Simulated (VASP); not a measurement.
C: single point with PBEsol

System: C, a slab with vacuum.

```
CELL_PARAMETERS angstrom
7.39800 0.00000 0.00000
-3.69900 6.40686 0.00000
0.00000 0.00000 12.00000
ATOMIC_POSITIONS crystal
C 0.00109 0.00565 0.08300
C 0.21627 0.11180 0.08628
C 0.00039 0.33828 0.08569
C 0.22355 0.44732 0.09156
C 0.00176 0.66668 0.08048
C 0.22024 0.77247 0.08706
C 0.33131 0.00165 0.08670
C 0.56104 0.11327 0.08666
C 0.33987 0.33856 0.08118
C 0.55314 0.44224 0.07557
C 0.32977 0.66235 0.07978
C 0.55514 0.77578 0.08090
C 0.66903 0.00273 0.09164
C 0.88510 0.10507 0.08482
C 0.66852 0.33222 0.07478
C 0.88541 0.43844 0.07560
C 0.66373 0.66449 0.08596
C 0.89465 0.78098 0.08233
```

```
Program             : VASP 6.6.1
Task                : single point
Functional          : PBEsol
Potentials or basis : VASP PAW PBE potentials, release 64 (C)
Cutoff              : 520 eV
k mesh              : 2 × 2 × 1
Occupations         : fermi-dirac, width 0.02 eV
Spin                : no spin polarisation
```

```
Largest force : 3.600 eV/Å
```

Forces on the atoms (eV/Å):
```
C    0.350 -2.975  0.260
C    3.348  0.965 -0.609
C    0.660 -2.696  0.023
C    0.413 -0.697 -1.528
C   -0.355 -0.399  0.119
C   -0.798  1.986 -0.764
C    0.247 -0.593  0.219
C   -2.261 -0.063 -0.282
C   -2.342 -1.586  0.821
C    1.336  0.777  0.510
C    1.188  1.216  1.045
C   -0.273  0.079  1.004
C    0.214 -1.780 -1.203
C   -0.839  3.466  0.491
C   -1.049 -0.783  0.330
C    0.611  2.315  0.560
C    1.016  1.133 -1.296
C   -1.466 -0.366  0.301
```

It took 5.4 min on 1 thread of Intel(R) Xeon(R) Platinum 8488C (Sapphire Rapids), on a shared host, peak memory 0.55 GiB.

Caveat: the k points lie up to 0.49 Å⁻¹ apart; the atoms stand as in a frame of molecular dynamics; there is no dipole correction, which matters where the two faces differ; the PAW data sets were made with another functional, which shifts forces and pressure a little.
